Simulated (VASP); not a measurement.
# Re (P6_3/mmc) in VASP: electric field gradients with r2SCAN

Aim: the electric field gradients of Re with r2SCAN.

Everything below comes from runs of VASP 6.6.1. Logs are shortened: lines on timing, memory, paths and dates and some standing lists are left out, and cuts for length are marked.

## (1) The cell of the first run

Symmetry: P6_3/mmc, No. 194, hexagonal system. Conventional cell: a = 2.773 Å, b = 2.773 Å, c = 4.492 Å, α = 90.00°, β = 90.00°, γ = 120.00°. Within 3.6 Å of Re (site symmetry -6m2) lie 12 Re at 2.76 to 2.77 Å.

## (2) Electric field gradients, r2SCAN

Contents of POSCAR:

```
Re
1.0
    2.7728322014      0.0000000000      0.0000000000
   -1.3864161007      2.4013431268      0.0000000000
    0.0000000000      0.0000000000      4.4919881662
Re
2
Direct
    0.3333333333      0.6666666667      0.2500000000
    0.6666666667      0.3333333333      0.7500000000
```

Contents of INCAR.step1:

```
  PREC = Accurate
  ENCUT = 520
  ISMEAR = -1
  SIGMA = 0.05
  LREAL = F
  LASPH = T
  NELM = 80
  NBANDS = 14
  GGA = PE
  ALGO = Normal
  EDIFF = 1E-4
  LWAVE = T
  LCHARG = F
```

Contents of INCAR.step2:

```
  PREC = Accurate
  ENCUT = 520
  EDIFF = 1E-8
  ISMEAR = -1
  SIGMA = 0.05
  LREAL = F
  LASPH = T
  NELM = 80
  ALGO = Normal
  ISIF = 2
  LWAVE = F
  LCHARG = F
  METAGGA = R2SCAN
  LMIXTAU = T
  LEFG = T
  NBANDS = 14
  ISTART = 1
```

Contents of KPOINTS:

```
Automatic mesh
0
Gamma
  12 12 7
```

Potentials or basis: VASP PAW PBE potentials, release 64 (Re).

Run with:

```console
> cat potpaw_PBE.64/Re/POTCAR > POTCAR
> cp INCAR.step1 INCAR
> mpirun -np 1 vasp_std > vasp.out
> cp INCAR.step2 INCAR
> mpirun -np 1 vasp_std > vasp.out
```

OUTCAR:

```text
PREC = Accurate
   ENCUT = 520
   EDIFF = 1E-8
   ISMEAR = -1
   LREAL = F
   LASPH = T
   NELM = 80
   ISIF = 2
   METAGGA = R2SCAN
   ISTART = 1

 ion  position               nearest neighbor table
   1  0.333  0.667  0.250-   2 2.76   2 2.76   2 2.76   2 2.76   2 2.76   2 2.76
   2  0.667  0.333  0.750-   1 2.76   1 2.76   1 2.76   1 2.76   1 2.76   1 2.76

  LATTYP: Found a hexagonal cell.
 ALAT       =     2.7728322014
 C/A-ratio  =     1.6200000000

  Lattice vectors:

 A1 = (   2.7728322014,   0.0000000000,   0.0000000000)
 A2 = (  -1.3864161007,   2.4013431268,   0.0000000000)
 A3 = (   0.0000000000,   0.0000000000,   4.4919881662)

Analysis of symmetry for initial positions (statically):
=====================================================================
 Subroutine PRICEL returns:
 Original cell was already a primitive cell.

 Routine SETGRP: Setting up the symmetry group for a
 hexagonal supercell.

 Subroutine GETGRP returns: Found 24 space group operations
 (whereof 12 operations were pure point group operations)
 out of a pool of 24 trial point group operations.

The static configuration has the point symmetry D_3d.
 The point group associated with its full space group is D_6h.

Analysis of symmetry for dynamics (positions and initial velocities):
=====================================================================
 Subroutine PRICEL returns:
 Original cell was already a primitive cell.

 Routine SETGRP: Setting up the symmetry group for a
 hexagonal supercell.

 Subroutine GETGRP returns: Found 24 space group operations
 (whereof 12 operations were pure point group operations)
 out of a pool of 24 trial point group operations.

The dynamic configuration has the point symmetry D_3d.
 The point group associated with its full space group is D_6h.

 Subroutine INISYM returns: Found 24 space group operations
 (whereof 12 operations are pure point group operations),
 and found     1 'primitive' translations

----------------------------------------------------------------------------------------

                                     Primitive cell

  volume of cell :      29.9100

  direct lattice vectors                    reciprocal lattice vectors
[... 139 lines left out ...]
 fundamental gap:      0.0796024668
 Fermi energy:         7.4841025991

 k-point     1 :       0.0000    0.0000    0.0000
  band No.  band energies     occupation
      1      -2.7451      2.00000
      2       0.6717      2.00000
      3       5.8479      2.00000
      4       5.9114      2.00000
      5       5.9114      2.00000
      6       6.7433      2.00000
      7       6.7433      2.00000
      8       7.7347      0.01322
      9       7.7347      0.01322
     10       7.9645      0.00013
     11      10.9325      0.00000
     12      10.9325      0.00000
     13      17.7782      0.00000
     14      22.3051      0.00000
[... 377 lines left out ...]
      1       0.6208      2.00000
      2       2.0162      2.00000
      3       3.0870      2.00000
      4       4.4047      2.00000
      5       5.8598      2.00000
      6       6.1547      2.00000
      7       6.7466      2.00000
      8       9.6161      0.00000
      9       9.6731      0.00000
     10       9.9541      0.00000
     11      11.6267      0.00000
     12      15.6377      0.00000
     13      18.5368      0.00000
     14      21.1720      0.00000

 [... further k-points ...]

------------------------ aborting loop because EDIFF is reached ----------------------------------------

  FORCE on cell =-STRESS in cart. coord.  units (eV):
  Direction    XX          YY          ZZ          XY          YZ          ZX
  --------------------------------------------------------------------------------------
  -------------------------------------------------------------------------------------
  Total       -1.1885285     -1.1885285     -1.2850051      0.0000000     -0.0000000      0.0000000
  in kB      -63.6654438    -63.6654438    -68.8333694      0.0000000     -0.0000000      0.0000000
  external PRESSURE =     -65.3880857 kB  Pullay stress =       0.0000000 kB

 VOLUME and BASIS-vectors are now :
 -----------------------------------------------------------------------------
  energy-cutoff  :      520.00
  volume of cell :       29.91
      direct lattice vectors                 reciprocal lattice vectors
     2.772832201  0.000000000  0.000000000     0.360642090  0.208216808  0.000000000
    -1.386416101  2.401343127  0.000000000     0.000000000  0.416433615  0.000000000
     0.000000000  0.000000000  4.491988166     0.000000000  0.000000000  0.222618574

 POSITION                                       TOTAL-FORCE (eV/Angst)
 -----------------------------------------------------------------------------------
     -0.00000      1.60090      1.12300         0.000000     -0.000000      0.000000
      1.38642      0.80045      3.36899        -0.000000      0.000000      0.000000
 -----------------------------------------------------------------------------------
    total drift:                               -0.000000      0.000000     -0.000000

  FREE ENERGIE OF THE ION-ELECTRON SYSTEM (eV)
  ---------------------------------------------------
  free  energy   TOTEN  =      -104.8989431403 eV

  energy  without entropy=     -104.8872661041  energy(sigma->0) =     -104.89310462

 Electric field gradients (V/A^2)
---------------------------------------------------------------------
 ion       V_xx      V_yy      V_zz      V_xy      V_xz      V_yz
---------------------------------------------------------------------
   1      35.477    35.477   -70.954    -0.000     0.000    -0.000
   2      35.477    35.477   -70.954    -0.000    -0.000     0.000
---------------------------------------------------------------------

 Electric field gradients after diagonalization (V/A^2)
 (convention: |V_zz| > |V_xx| > |V_yy|)
----------------------------------------------------------------------
 ion       V_xx      V_yy      V_zz     asymmetry (V_yy - V_xx)/ V_zz
----------------------------------------------------------------------
   1      35.477    35.477   -70.954       0.000
   2      35.477    35.477   -70.954       0.000
----------------------------------------------------------------------

           NMR quadrupolar parameters

 Cq : quadrupolar parameter    Cq=e*Q*V_zz/h
 eta: asymmetry parameters     (V_yy - V_xx)/ V_zz
 Q  : nuclear electric quadrupole moment in mb (millibarn)
----------------------------------------------------------------------
 ion       Cq(MHz)       eta       Q (mb)
----------------------------------------------------------------------
   1      -0.172       0.000       1.000
   2      -0.172       0.000       1.000
----------------------------------------------------------------------
```

OUTCAR.step1:

```text
PREC = Accurate
   ENCUT = 520
   ISMEAR = -1
   LREAL = F
   LASPH = T
   NELM = 80
[... 630 lines left out ...]
 -----------------------------------------------------------------------------------
     -0.00000      1.60090      1.12300        -0.000000      0.000000      0.000000
      1.38642      0.80045      3.36899         0.000000     -0.000000      0.000000
 -----------------------------------------------------------------------------------
    total drift:                               -0.000000      0.000000     -0.000000

  FREE ENERGIE OF THE ION-ELECTRON SYSTEM (eV)
  ---------------------------------------------------
  free  energy   TOTEN  =       -24.8592273905 eV

  energy  without entropy=      -24.8469375963  energy(sigma->0) =      -24.85308249
```

OSZICAR.step1:

```text
N       E                     dE             d eps       ncg     rms          rms(c)
DAV:   1     0.215221453291E+02    0.21522E+02   -0.68006E+03  4248   0.122E+03
DAV:   2    -0.252238718929E+02   -0.46746E+02   -0.41158E+02  3472   0.273E+02
DAV:   3    -0.262740299384E+02   -0.10502E+01   -0.10095E+01  3326   0.430E+01
DAV:   4    -0.262842911808E+02   -0.10261E-01   -0.10224E-01  3286   0.304E+00
DAV:   5    -0.262845077590E+02   -0.21658E-03   -0.21655E-03  3332   0.754E-01    0.414E+01
DAV:   6    -0.252237474720E+02    0.10608E+01   -0.83998E-01  3698   0.257E+01    0.165E+01
DAV:   7    -0.248735963088E+02    0.35015E+00   -0.55200E-01  3720   0.203E+01    0.699E-01
DAV:   8    -0.248598861265E+02    0.13710E-01   -0.93672E-03  3920   0.124E+00    0.246E-01
DAV:   9    -0.248591947006E+02    0.69143E-03   -0.11598E-04  2420   0.222E-01    0.886E-02
DAV:  10    -0.248592273905E+02   -0.32690E-04   -0.16637E-04  2038   0.281E-01
   1 F= -.24859227E+02 E0= -.24853082E+02  d E =-.122898E-01
```

Run time: 61 s. Hardware: 1 thread of Intel Xeon 6975P-C (Granite Rapids), shared host; peak memory 0.18 GiB.

What came out:

```yaml
Free_energy: -104.8989 eV
Pressure: -6.5 GPa
Band_gap_on_the_k_mesh: zero (bands 7 and 8 overlap by 2.87 eV)
Largest_electric_field_gradient_by_atom: Re -71.0 V/Å²
```

Electric field gradients, principal values (V/Å²):
```
atom   least  middle  greatest (by size)
1 Re  35.477  35.477             -70.954
2 Re  35.477  35.477             -70.954
```

Caveat: the cell stands under tension; without QUAD_EFG the Cq values of the log hold for a quadrupole moment of 1 mb, not for the nuclei; the PAW data sets were made with another functional, which shifts forces and pressure a little; spin-orbit coupling is left out, which moves the levels of the heavy elements.

The gap in the log of VASP goes by the Fermi energy; the results here count the filled bands.